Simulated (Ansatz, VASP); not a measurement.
# Al3GaN4: VASP beside Ansatz

```xyz
8
Lattice="4.3992 0.0000 0.0000 0.0000 4.3992 0.0000 0.0000 0.0000 4.3992" Properties=species:S:1:pos:R:3 pbc="T T T"
Al    2.1996    2.1996    0.0000
Al    2.1996    0.0000    2.1996
Al    0.0000    2.1996    2.1996
Ga    0.0000    0.0000    0.0000
N     3.2770    3.2770    1.1221
N     3.2770    1.1221    3.2770
N     1.1221    3.2770    3.2770
N     1.1221    1.1221    1.1221
```

Alike in both runs: functional LDA; k mesh 6 × 6 × 6; no spin polarisation.

Ansatz relaxed the structure, and its values are those at the end. VASP's run is a single point on that final structure, the one shown.

|  | VASP | Ansatz |
| --- | --- | --- |
| version | VASP 6.6.1 | Ansatz 0.2.0 |
| potentials or method | VASP PAW LDA potentials, release 64 (Al, Ga_d, N), cutoff 520 eV | scalar-relativistic, plane waves, PAW |
| occupations | gaussian, width 0.01 eV | fixed |
| valence electrons in the cell | 42 | 42 |

|  | VASP | Ansatz | Ansatz less VASP |
| --- | --- | --- | --- |
| gap on the k mesh at the Fermi level (eV) | 3.35 | 3.37 | +0.018 |
| least direct gap on the mesh (eV) | 3.35 | 3.37 | +0.018 |
| pressure (GPa) | -3.3 | -4.0 | -0.68 |
| rms of the force components (eV/Å) | 0.010 | 0.000 | -0.0099 |

LDA's correlation is that of Perdew and Zunger in VASP and of Perdew and Wang (1992) in Ansatz. Ansatz's warnings: stress scf threshold loose.
